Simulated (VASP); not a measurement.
# TiSi16 (a cell with a defect) in VASP: further runs, part 2 of 2

VASP 6.6.1.

## 4. Relaxation of the atoms, LDA

Contents of INCAR:

```
  PREC = Accurate
  ENCUT = 520
  EDIFF = 1E-6
  ISMEAR = 0
  SIGMA = 0.05
  LREAL = Auto
  LASPH = T
  NELM = 100
  ALGO = Normal
  ISIF = 2
  LWAVE = F
  LCHARG = F
  IBRION = 2
  NSW = 80
  EDIFFG = -0.03
```

Contents of KPOINTS:

```
Automatic mesh
0
Gamma
  2 2 2
```

Contents of POSCAR:

```
TiSi16
1.0
    0.0000000000      5.4300000000      5.4300000000
    5.4300000000      0.0000000000      5.4300000000
    5.4300000000      5.4300000000      0.0000000000
Si Ti
16 1
Direct
    0.0000000000      0.0000000000      0.0000000000
    0.1250000000      0.1250000000      0.1250000000
    0.0000000000      0.0000000000      0.5000000000
    0.1250000000      0.1250000000      0.6250000000
    0.0000000000      0.5000000000      0.0000000000
    0.1250000000      0.6250000000      0.1250000000
    0.0000000000      0.5000000000      0.5000000000
    0.1250000000      0.6250000000      0.6250000000
    0.5000000000      0.0000000000      0.0000000000
    0.6250000000      0.1250000000      0.1250000000
    0.5000000000      0.0000000000      0.5000000000
    0.6250000000      0.1250000000      0.6250000000
    0.5000000000      0.5000000000      0.0000000000
    0.6250000000      0.6250000000      0.1250000000
    0.5000000000      0.5000000000      0.5000000000
    0.6250000000      0.6250000000      0.6250000000
    0.2503950000      0.7558197000      0.7465073000
```

Potentials or basis: VASP PAW LDA potentials, release 64 (Si, Ti_sv).

Command:

```console
$ cat potpaw_LDA.64/Si/POTCAR potpaw_LDA.64/Ti_sv/POTCAR > POTCAR
$ mpirun -np 1 vasp_std > vasp.out
```

OUTCAR:

```text
PREC = Accurate
   ENCUT = 520
   EDIFF = 1E-6
   ISMEAR = 0
   LREAL = Auto
   LASPH = T
   NELM = 100
   ISIF = 2
   IBRION = 2
   NSW = 80
   EDIFFG = -0.03

 ion  position               nearest neighbor table
   1  0.000  0.000  0.000-   2 2.35   4 2.35   6 2.35  10 2.35  17 2.70
   2  0.125  0.125  0.125-   1 2.35   3 2.35   5 2.35   9 2.35
   3  0.000  0.000  0.500-   2 2.35   4 2.35   8 2.35  12 2.35  17 2.70
   4  0.125  0.125  0.625-  17 2.31   3 2.35   7 2.35  11 2.35   1 2.35
   5  0.000  0.500  0.000-   2 2.35   6 2.35   8 2.35  14 2.35  17 2.75
   6  0.125  0.625  0.125-   1 2.35   5 2.35   7 2.35  13 2.35  17 2.37
   7  0.000  0.500  0.500-   4 2.35   6 2.35   8 2.35  16 2.35
   8  0.125  0.625  0.625-   3 2.35   5 2.35   7 2.35  15 2.35  17 2.37
   9  0.500  0.000  0.000-   2 2.35  10 2.35  12 2.35  14 2.35
  10  0.625  0.125  0.125-   1 2.35   9 2.35  11 2.35  13 2.35
  11  0.500  0.000  0.500-   4 2.35  10 2.35  12 2.35  16 2.35  17 2.68
  12  0.625  0.125  0.625-   3 2.35   9 2.35  11 2.35  15 2.35
  13  0.500  0.500  0.000-   6 2.35  10 2.35  14 2.35  16 2.35  17 2.73
  14  0.625  0.625  0.125-   5 2.35   9 2.35  13 2.35  15 2.35
  15  0.500  0.500  0.500-   8 2.35  12 2.35  14 2.35  16 2.35  17 2.73
  16  0.625  0.625  0.625-  17 2.35  11 2.35  13 2.35  15 2.35   7 2.35
  17  0.250  0.756  0.747-   4 2.31  16 2.35   8 2.37   6 2.37  11 2.68   3 2.70   1 2.70  15 2.73
                            13 2.73   5 2.75

  LATTYP: Found a face centered cubic cell.
 ALAT       =    10.8600000000

  Lattice vectors:

 A1 = (   0.0000000000,   5.4300000000,   5.4300000000)
 A2 = (   5.4300000000,   0.0000000000,   5.4300000000)
 A3 = (   5.4300000000,   5.4300000000,   0.0000000000)

Analysis of symmetry for initial positions (statically):
=====================================================================
 Subroutine PRICEL returns:
 Original cell was already a primitive cell.

 Routine SETGRP: Setting up the symmetry group for a
 face centered cubic supercell.

 Subroutine GETGRP returns: Found  1 space group operations
 (whereof  1 operations were pure point group operations)
 out of a pool of 48 trial point group operations.

[... 138 lines left out ...]
   NELECT =      76.0000    total number of electrons
   NUPDOWN=      -1.0000    fix difference up-down
   EMIN   =  10.00;   EMAX   =-10.00  energy-range for DOS
   EFERMI =   0.00;   METHOD = LEGACY
   ISMEAR =     0;   SIGMA  =   0.05  broadening in eV -4-tet -1-fermi 0-gaus
   EFERMI_NEDOS =   21; number of points for ismear=-14 and -15
   IALGO  =     38    algorithm
   IMIX   =      4    mixing-type and parameters
     AMIX     =   0.40;   BMIX     =  1.00
     AMIX_MAG =   1.60;   BMIX_MAG =  1.00
  volume/ion in A,a.u.               =      18.84       127.11
  Fermi-wavevector in a.u.,A,eV,Ry     =   1.013607  1.915439 13.978610  1.027399
  Thomas-Fermi vector in A             =   2.146786
   LORBIT       =      0    0 simple, 1 ext, 2 COOP (PROOUT), +10 PAW based schemes
   GGA     = CA    functional components
   LHFCALC =     F    Hartree Fock is set to
   AEXX    =    0.0000 exact exchange contribution
   IVDW    =     0    specifies the selected vdW correction
   LEPSILON=     F    determine dielectric tensor
   LRPA    =     F    only Hartree local field effects (RPA)
 conjugate gradient relaxation of ions
 non-spin polarized calculation
 Gauss-broadening in eV      SIGMA  =   0.05
  energy-cutoff  :      520.00
  volume of cell :      320.21
 maximum number of plane-waves:      8646
 NGX is ok and might be reduce to    60
   NGX = 29   NGY = 29   NGZ = 29

--------------------------------------- Ionic step        1  -------------------------------------------

 number of electron      76.0000005 magnetization

 Free energy of the ion-electron system (eV)
  ---------------------------------------------------
  ext. energy  EPLUGINS =         0.00000000
  ---------------------------------------------------
  free energy    TOTEN  =      -101.72386727 eV

  energy without entropy =     -101.68131735  energy(sigma->0) =     -101.70259231

------------------------ aborting loop because EDIFF is reached ----------------------------------------

  FORCE on cell =-STRESS in cart. coord.  units (eV):
  Direction    XX          YY          ZZ          XY          YZ          ZX
  --------------------------------------------------------------------------------------
  -------------------------------------------------------------------------------------
  Total        1.8580471      1.8504992      1.8374217     -0.3952423     -0.1463032      0.1946578
  in kB        9.2968926      9.2591259      9.1936917     -1.9776274     -0.7320402      0.9739865
  external PRESSURE =       9.2499034 kB  Pullay stress =       0.0000000 kB
[... 242 lines left out ...]
--------------------------------------- Ionic step        6  -------------------------------------------

 number of electron      75.9999998 magnetization

 Free energy of the ion-electron system (eV)
  ---------------------------------------------------
  ext. energy  EPLUGINS =         0.00000000
  ---------------------------------------------------
  free energy    TOTEN  =      -102.04115827 eV

  energy without entropy =     -102.01841120  energy(sigma->0) =     -102.02978473

 E-fermi :   6.8109     XC(G=0):  -9.9271

 val. band max:        6.7678611163   @ k =   0.5000   0.5000   0.0000
 cond. band min:       6.8413999859   @ k =   0.5000   0.5000   0.5000
 fundamental gap:      0.0735388696
 Fermi energy:         6.8109101359

 k-point     1 :       0.0000    0.0000    0.0000
  band No.  band energies     occupation
      1     -49.2761      2.00000
      2     -26.0407      2.00000
      3     -26.0375      2.00000
      4     -26.0359      2.00000
      5      -5.7691      2.00000
      6      -3.5446      2.00000
[... 433 lines left out ...]
  FREE ENERGIE OF THE ION-ELECTRON SYSTEM (eV)
  ---------------------------------------------------
  free  energy   TOTEN  =      -102.0411582683 eV

  energy  without entropy=     -102.0184111975  energy(sigma->0) =     -102.02978473

 reached required accuracy - stopping structural energy minimisation
```

CONTCAR:

```text
TiSi16
   1.00000000000000
     0.0000000000000000    5.4299999999999997    5.4299999999999997
     5.4299999999999997    0.0000000000000000    5.4299999999999997
     5.4299999999999997    5.4299999999999997    0.0000000000000000
  Si              Ti
    16     1
Direct
     0.9971477876001641    0.0032393034185740    0.0025253042252408
     0.1295078738474613    0.1237484682037804    0.1233515531834682
     0.9971352883488906    0.0032300663672202    0.4970606136087282
     0.1209243374525559    0.1372777665196955    0.6208939699296432
     0.9972616219934036    0.4973564120796749    0.0026584463749555
     0.1213922720756937    0.6214704644623281    0.1357840004683820
[... 9 lines left out ...]
     0.6364153472509616    0.6212640445130810    0.6211544706178842
     0.2500554699253175    0.7509883281461653    0.7494315354697844

  0.00000000E+00  0.00000000E+00  0.00000000E+00
  0.00000000E+00  0.00000000E+00  0.00000000E+00
  0.00000000E+00  0.00000000E+00  0.00000000E+00
  0.00000000E+00  0.00000000E+00  0.00000000E+00
  0.00000000E+00  0.00000000E+00  0.00000000E+00
  0.00000000E+00  0.00000000E+00  0.00000000E+00
[... 9 lines left out ...]
  0.00000000E+00  0.00000000E+00  0.00000000E+00
  0.00000000E+00  0.00000000E+00  0.00000000E+00
```

Run time: 20 min. Hardware: 1 thread of Oxide Virtual Turin-like, shared host; peak memory 0.38 GiB.

Results:

- Free energy: -102.0412 eV
- Energy gained by relaxing: 18.7 meV/atom
- Ionic steps: 6
- Pressure after relaxing: 0.1 GPa
- Largest force after relaxing: 0.021 eV/Å
- Band gap on the k mesh: zero (bands 38 and 39 overlap by 0.40 eV)

Forces on the atoms (eV/Å):
```
Si   0.010 -0.007  0.008
Si  -0.003  0.003 -0.001
Si   0.006 -0.009  0.008
Si   0.001 -0.002  0.005
Si   0.000 -0.001 -0.014
Si  -0.002 -0.005  0.008
Si  -0.004  0.007 -0.011
Si   0.004  0.002  0.008
Si   0.000  0.000  0.001
Si  -0.001  0.002 -0.004
Si   0.004 -0.004  0.007
Si  -0.002  0.001 -0.003
Si  -0.003  0.012  0.004
Si   0.002 -0.002  0.000
Si  -0.012  0.003  0.004
Si   0.006 -0.007 -0.001
Ti  -0.006  0.008 -0.019
```

Step by step:
```
step  energy change (eV)  largest force (eV/Å)  pressure (GPa)
   1              0.0000                1.8767            0.92
   2             -0.3109                0.3497            0.10
   3             -0.3110                0.3150            0.10
   4             -0.3162                0.1111            0.10
   5             -0.3164                0.0799            0.10
   6             -0.3173                0.0213            0.11
```

Final structure:
```yaml
crystal:
  lattice:
    - [0.00000, 5.43000, 5.43000]
    - [5.43000, 0.00000, 5.43000]
    - [5.43000, 5.43000, 0.00000]
  atoms:
    - { symbol: Si, position: [0.99715, 0.00324, 0.00253] }
    - { symbol: Si, position: [0.12951, 0.12375, 0.12335] }
    - { symbol: Si, position: [0.99714, 0.00323, 0.49706] }
    - { symbol: Si, position: [0.12092, 0.13728, 0.62089] }
    - { symbol: Si, position: [0.99726, 0.49736, 0.00266] }
    - { symbol: Si, position: [0.12139, 0.62147, 0.13578] }
    - { symbol: Si, position: [0.00008, 0.50118, 0.49929] }
    - { symbol: Si, position: [0.12136, 0.62144, 0.62131] }
    - { symbol: Si, position: [0.49999, 0.99995, 0.00003] }
    - { symbol: Si, position: [0.62348, 0.12370, 0.12329] }
    - { symbol: Si, position: [0.50276, 0.00318, 0.49702] }
    - { symbol: Si, position: [0.62346, 0.12369, 0.62953] }
    - { symbol: Si, position: [0.50292, 0.49731, 0.00261] }
    - { symbol: Si, position: [0.62361, 0.62948, 0.12343] }
    - { symbol: Si, position: [0.50290, 0.49730, 0.49713] }
    - { symbol: Si, position: [0.63642, 0.62126, 0.62115] }
    - { symbol: Ti, position: [0.25006, 0.75099, 0.74943] }
```

Levels at points of the mesh, in eV from the Fermi level:
| k point | band 33 | band 34 | band 35 | band 36 | band 37 | band 38 | band 39 | band 40 | band 41 | band 42 |
| --- | --- | --- | --- | --- | --- | --- | --- | --- | --- | --- |
| (0.00, 0.00, 0.00) | -1.66 | -0.95 | -0.95 | -0.94 | -0.38 | -0.37 | -0.37 | -0.11 | -0.11 | 0.22 |
| (0.50, 0.00, 0.00) | -1.94 | -1.93 | -1.30 | -1.30 | -0.28 | 0.03 | 0.04 | 0.44 | 0.44 | 0.80 |
| (0.00, 0.50, 0.00) | -1.93 | -1.93 | -1.30 | -1.30 | -0.28 | 0.03 | 0.04 | 0.44 | 0.44 | 0.79 |
| (0.00, 0.00, 0.50) | -1.93 | -1.93 | -1.30 | -1.30 | -0.29 | 0.03 | 0.04 | 0.44 | 0.44 | 0.80 |
| (0.50, 0.50, 0.50) | -1.94 | -1.93 | -1.30 | -1.30 | -0.29 | 0.03 | 0.04 | 0.44 | 0.44 | 0.80 |
| (0.50, 0.50, 0.00) | -2.40 | -1.93 | -1.93 | -1.82 | -0.72 | -0.04 | 0.57 | 0.57 | 1.08 | 1.34 |
| (0.00, 0.50, 0.50) | -2.40 | -1.93 | -1.93 | -1.82 | -0.72 | -0.04 | 0.57 | 0.57 | 1.08 | 1.34 |
| (0.50, 0.00, 0.50) | -2.40 | -1.93 | -1.93 | -1.82 | -0.72 | -0.04 | 0.57 | 0.57 | 1.08 | 1.34 |

Caveat: the k points lie up to 0.50 Å⁻¹ apart.

## 5. Summary

```tsv
task	cell	gap on the mesh (eV)	pressure (GPa)	largest force (eV/Å)
single point	as given, atomic positions A	none	0.1	0.01
single point	as given, atomic positions B	none	0.1	0.01
relaxation of the atoms	atoms relaxed, atomic positions C	none	0.1	0.02
```

Alike in all rows: level LDA; potentials or basis VASP PAW LDA potentials, release 64 (Si, Ti_sv); no spin polarisation; k mesh 2 × 2 × 2; cutoff (eV) 520; smearing gaussian 0.05 eV.

Caveats: all runs use coarse meshes.

Absolute energies hang on the potentials; compare differences alone.

The gap in the log of VASP goes by the Fermi energy; the results here count the filled bands.